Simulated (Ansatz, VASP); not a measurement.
# Two plane-wave programs on Ta2H3

```xyz
10
Lattice="2.5058 1.4467 4.0228 -2.5058 1.4467 4.0228 0.0000 -2.8934 4.0228" Properties=species:S:1:pos:R:3 pbc="T T T"
Ta    0.0000    0.0000   10.5575
Ta    0.0000    0.0000    7.5454
Ta    0.0000    0.0000    1.5111
Ta    0.0000    0.0000    4.5232
H    -1.2251   -1.4467    5.0286
H     1.8654   -0.3376    5.0286
H    -0.6403    1.7843    5.0286
H     1.2251    1.4467    7.0400
H    -1.8654    0.3376    7.0400
H     0.6403   -1.7843    7.0400
```

Alike in both runs: functional PBE; k mesh 6 × 6 × 6; occupations gaussian, width 0.1 eV; no spin polarisation.

Ansatz relaxed the structure, and its values are those at the end. VASP's run is a single point on that final structure, the one shown.

|  | VASP | Ansatz |
| --- | --- | --- |
| version | VASP 6.6.1 | Ansatz 0.2.0 |
| potentials or method | VASP PAW PBE potentials, release 64 (Ta_pv, H), cutoff 520 eV | scalar-relativistic, plane waves, PAW |
| valence electrons in the cell | 50 | 58 |

```csv
,VASP,Ansatz,Ansatz less VASP
gap on the k mesh at the Fermi level (eV),none,none,-
pressure (GPa),0.1,0.0,-0.17
rms of the force components (eV/Å),0.014,0.011,-0.0032
```

A gap of «none» marks a metal or a gap that the smearing closes. With one functional, cell and mesh, what is left measures potentials, basis and numerics. VASP's potentials hold 50 valence electrons a cell and Ansatz's 58, so a difference there can come from the potentials and not from the codes.

Neither program's run includes spin-orbit coupling.
